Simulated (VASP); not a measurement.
A run of VASP 6.6.1:

INCAR

```
ALGO = Normal
EDIFF = 1E-7
EDIFFG = -0.08
ENCUT = 600
GGA = PE
GGA_COMPAT = False
IBRION = 2
ISIF = 3
ISMEAR = 0
LASPH = True
LCHARG = False
LREAL = False
LWAVE = False
NELM = 120
NELMIN = 4
NSW = 36
PREC = Accurate
SIGMA = 0.2
```

KPOINTS

```
k-points
0
Gamma
  5 5 3
```

Contents of POSCAR:

```
AlO5
1.0
    3.6924401100      0.0000000000      0.0000000000
   -1.8462200600      3.1977469400      0.0000000000
    0.0000000000      0.0000000000      5.1234148300
Al O
1 5
Direct
    0.0000000000      0.0000000000      0.5000000000
    0.6666666700      0.3333333300      0.8428392100
    0.6666666700      0.3333333300      0.1571607900
    0.0000000000      0.0000000000      0.2144701900
    0.0000000000      0.0000000000      0.7855298100
    0.6666666700      0.3333333300      0.5000000000
```

Potentials or basis: VASP PAW PBE potentials, release 64 (Al, O).

Run with:

```console
$ cat potpaw_PBE.64/Al/POTCAR potpaw_PBE.64/O/POTCAR > POTCAR
$ mpirun -np 1 vasp_std > vasp.out
```

Hardware: 1 thread of Intel(R) Xeon(R) Platinum 8488C (Sapphire Rapids), on a shared host.

Problem. Estimate the wall time of this run.

Solution. Run time: 7.7 min on 1 thread of Intel(R) Xeon(R) Platinum 8488C (Sapphire Rapids), on a shared host, peak memory 0.18 GiB. Counts: scf iterations 386, k points 10, ion steps 36.
